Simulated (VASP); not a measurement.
# Cr2O (antifluorite type) (Fm-3m) in VASP: a series of runs, part 2 of 2

VASP 6.6.1.

## Step 3: Single point, PBE

Input file INCAR:

```
PREC = Accurate
ENCUT = 600
EDIFF = 1E-6
ISMEAR = -1
SIGMA = 0.06122561905347299
LREAL = F
LASPH = T
NELM = 120
ALGO = Normal
ISIF = 2
LWAVE = F
LCHARG = F
GGA = PE
NBANDS = 22
GGA_COMPAT = F
```

Input file KPOINTS:

```
regular mesh
0
Gamma
  13 13 13
```

Input file POSCAR:

```
Cr2O
1.0
    0.0000000000      2.4447432379      2.4447432379
    2.4447432379      0.0000000000      2.4447432379
    2.4447432379      2.4447432379      0.0000000000
Cr O
2 1
Direct
    0.2500000000      0.2500000000      0.2500000000
    0.7500000000      0.7500000000      0.7500000000
    0.0000000000      0.0000000000      0.0000000000
```

Potentials or basis: VASP PAW PBE potentials, release 64 (Cr_pv, O).

The run is started by

```bash
cat potpaw_PBE.64/Cr_pv/POTCAR potpaw_PBE.64/O/POTCAR > POTCAR
mpirun -np 1 vasp_std > vasp.out
```

OUTCAR:

```text
PREC = Accurate
   ENCUT = 600
   EDIFF = 1E-6
   ISMEAR = -1
   LREAL = F
   LASPH = T
   NELM = 120
   ISIF = 2
   GGA = PE

 ion  position               nearest neighbor table
   1  0.250  0.250  0.250-   3 2.12   3 2.12   3 2.12   3 2.12   2 2.44   2 2.44   2 2.44   2 2.44
                             2 2.44   2 2.44
   2  0.750  0.750  0.750-   3 2.12   3 2.12   3 2.12   3 2.12   1 2.44   1 2.44   1 2.44   1 2.44
                             1 2.44   1 2.44
   3  0.000  0.000  0.000-   2 2.12   2 2.12   2 2.12   1 2.12   2 2.12   1 2.12   1 2.12   1 2.12

  LATTYP: Found a face centered cubic cell.
 ALAT       =     4.8894864758

  Lattice vectors:

 A1 = (   0.0000000000,   2.4447432379,   2.4447432379)
 A2 = (   2.4447432379,   0.0000000000,   2.4447432379)
 A3 = (   2.4447432379,   2.4447432379,   0.0000000000)

Analysis of symmetry for initial positions (statically):
=====================================================================
 Subroutine PRICEL returns:
 Original cell was already a primitive cell.

 Routine SETGRP: Setting up the symmetry group for a
 face centered cubic supercell.

 Subroutine GETGRP returns: Found 48 space group operations
 (whereof 48 operations were pure point group operations)
[... 165 lines left out ...]
 E-fermi :  11.3232     XC(G=0): -13.4313

 val. band max:       11.3192368235   @ k =  -0.2308   0.2308   0.0000
 cond. band min:      11.3268920974   @ k =  -0.3077   0.2308   0.0000
 fundamental gap:      0.0076552739
 Fermi energy:        11.3232407106

 k-point     1 :       0.0000    0.0000    0.0000
  band No.  band energies     occupation
      1     -32.2670      2.00000
      2     -32.2670      2.00000
      3     -32.2670      2.00000
      4     -31.7362      2.00000
      5     -31.7362      2.00000
      6     -31.7362      2.00000
[... 589 lines left out ...]
     21      13.9255      0.00000
     22      17.0081      0.00000

 [... further k-points ...]

------------------------ aborting loop because EDIFF is reached ----------------------------------------

  FORCE on cell =-STRESS in cart. coord.  units (eV):
  Direction    XX          YY          ZZ          XY          YZ          ZX
  --------------------------------------------------------------------------------------
  -------------------------------------------------------------------------------------
  Total        1.7070596      1.7070596      1.7070596      0.0000000      0.0000000      0.0000000
  in kB       93.5900149     93.5900149     93.5900149      0.0000000      0.0000000      0.0000000
  external PRESSURE =      93.5900149 kB  Pullay stress =       0.0000000 kB

 VOLUME and BASIS-vectors are now :
 -----------------------------------------------------------------------------
  energy-cutoff  :      600.00
  volume of cell :       29.22
      direct lattice vectors                 reciprocal lattice vectors
     0.000000000  2.444743238  2.444743238    -0.204520455  0.204520455  0.204520455
     2.444743238  0.000000000  2.444743238     0.204520455 -0.204520455  0.204520455
     2.444743238  2.444743238  0.000000000     0.204520455  0.204520455 -0.204520455

 POSITION                                       TOTAL-FORCE (eV/Angst)
 -----------------------------------------------------------------------------------
      1.22237      1.22237      1.22237         0.000000      0.000000     -0.000000
      3.66711      3.66711      3.66711        -0.000000      0.000000     -0.000000
      0.00000      0.00000      0.00000        -0.000000     -0.000000      0.000000
 -----------------------------------------------------------------------------------
    total drift:                                0.000000      0.000000      0.000000

  FREE ENERGIE OF THE ION-ELECTRON SYSTEM (eV)
  ---------------------------------------------------
  free  energy   TOTEN  =       -23.0700273824 eV

  energy  without entropy=      -23.0173872637  energy(sigma->0) =      -23.04370732
```

OSZICAR:

```text
N       E                     dE             d eps       ncg     rms          rms(c)
DAV:   1     0.341882459732E+03    0.34188E+03   -0.18570E+04  3704   0.185E+03
DAV:   2    -0.638724820341E+01   -0.34827E+03   -0.33146E+03  3840   0.500E+02
DAV:   3    -0.255938023071E+02   -0.19207E+02   -0.18279E+02  4110   0.124E+02
DAV:   4    -0.259468532545E+02   -0.35305E+00   -0.35128E+00  4066   0.163E+01
DAV:   5    -0.259554766589E+02   -0.86234E-02   -0.86204E-02  5030   0.245E+00    0.184E+01
DAV:   6    -0.241068627375E+02    0.18486E+01   -0.24151E+01  5134   0.495E+01    0.894E+00
DAV:   7    -0.230776828261E+02    0.10292E+01   -0.33657E+00  5334   0.223E+01    0.477E+00
DAV:   8    -0.230749476231E+02    0.27352E-02   -0.39374E-01  4014   0.489E+00    0.615E-01
DAV:   9    -0.230697233903E+02    0.52242E-02   -0.33674E-02  4638   0.168E+00    0.552E-01
DAV:  10    -0.230701104529E+02   -0.38706E-03   -0.15471E-03  4664   0.292E-01    0.768E-02
DAV:  11    -0.230700487023E+02    0.61751E-04   -0.27770E-04  4872   0.179E-01    0.376E-02
DAV:  12    -0.230700270861E+02    0.21616E-04   -0.49986E-05  4520   0.546E-02    0.422E-03
DAV:  13    -0.230700273824E+02   -0.29633E-06   -0.45938E-06  4266   0.142E-02
   1 F= -.23070027E+02 E0= -.23043707E+02  d E =-.526401E-01
```

Run time: 40 s. Hardware: 1 thread of AMD EPYC 9R45 (Zen 5), shared host; peak memory 0.17 GiB.

What came out:

* Free energy: -23.0700 eV
* Pressure: 9.4 GPa
* Band gap on the k mesh: zero (bands 15 and 16 overlap by 1.10 eV)

Caveat: the cell stands under pressure; the run has no spin polarisation, though such a crystal can be magnetic. Spin polarisation is off, so any magnetic state and its effect on volume and gap are missing.

## Step 4: Single point, PBE

This run uses another cell than the first one, of 9.94 Å³/atom.

Input file INCAR:

```
PREC = Accurate ; ENCUT = 600
EDIFF = 1E-6 ; ISMEAR = -1
SIGMA = 0.06122561905347299 ; LREAL = F
LASPH = T ; NELM = 120
ALGO = Normal ; ISIF = 2
LWAVE = F ; LCHARG = F
GGA = PE ; NBANDS = 22
GGA_COMPAT = F
```

KPOINTS is that of step 3.

Input file POSCAR:

```
Cr2O
1.0
    0.0000000000      2.4616040689      2.4616040689
    2.4616040689      0.0000000000      2.4616040689
    2.4616040689      2.4616040689      0.0000000000
Cr O
2 1
Direct
    0.2500000000      0.2500000000      0.2500000000
    0.7500000000      0.7500000000      0.7500000000
    0.0000000000      0.0000000000      0.0000000000
```

The run is started by

```bash
cat potpaw_PBE.64/Cr_pv/POTCAR potpaw_PBE.64/O/POTCAR > POTCAR
mpirun -np 1 vasp_std > vasp.out
```

It took 41 s on 1 thread of AMD EPYC 9R45 (Zen 5), shared host; peak memory 0.17 GiB.

The run converged. Its results:

| Quantity | Value |
| --- | --- |
| Free energy | -23.0974 eV |
| Pressure | 4.5 GPa |
| Band gap on the k mesh | zero (bands 15 and 16 overlap by 1.07 eV) |

Levels at points of the mesh, in eV from the Fermi level:
| k point | band 11 | band 12 | band 13 | band 14 | band 15 | band 16 | band 17 | band 18 | band 19 | band 20 |
| --- | --- | --- | --- | --- | --- | --- | --- | --- | --- | --- |
| (0.00, 0.00, 0.00) | -3.49 | -3.49 | -3.31 | 0.73 | 0.73 | 0.73 | 1.42 | 1.42 | 1.42 | 2.68 |

Caveat: the cell stands under pressure; the run has no spin polarisation, though such a crystal can be magnetic. With open d or f shells a metallic result of PBE can be an artefact of self-interaction; +U or a hybrid may open a gap.

## Step 5: Single point, PBE

This run uses another cell than the first one, of 9.94 Å³/atom.

Input file INCAR:

```
SYSTEM = Cr2O
PREC = Accurate
ENCUT = 600
EDIFF = 1E-6
ISMEAR = -1
SIGMA = 0.06122561905347299
LREAL = .False.
LASPH = .True.
NELM = 120
ALGO = Normal
ISIF = 2
LWAVE = .False.
LCHARG = .False.
GGA = PE
NBANDS = 22
GGA_COMPAT = .False.
```

Input file KPOINTS:

```
Automatic mesh
0
Gamma
  13 13 13
  0 0 0
```

POSCAR is that of step 4.

The run is started by

```bash
cat potpaw_PBE.64/Cr_pv/POTCAR potpaw_PBE.64/O/POTCAR > POTCAR
mpirun -np 1 vasp_std > vasp.out
```

It took 40 s on 1 thread of AMD EPYC 9R45 (Zen 5), shared host; peak memory 0.17 GiB.

Results (log left out):

```
Free energy            : -23.0974 eV
Pressure               : 4.5 GPa
Band gap on the k mesh : zero (bands 15 and 16 overlap by 1.07 eV)
```

Levels at points of the mesh, in eV from the Fermi level:
| k point | band 11 | band 12 | band 13 | band 14 | band 15 | band 16 | band 17 | band 18 | band 19 | band 20 |
| --- | --- | --- | --- | --- | --- | --- | --- | --- | --- | --- |
| (0.00, 0.00, 0.00) | -3.49 | -3.49 | -3.31 | 0.73 | 0.73 | 0.73 | 1.42 | 1.42 | 1.42 | 2.68 |

Caveat: the cell stands under pressure; the run has no spin polarisation, though such a crystal can be magnetic. With open d or f shells a metallic result of PBE can be an artefact of self-interaction; +U or a hybrid may open a gap.
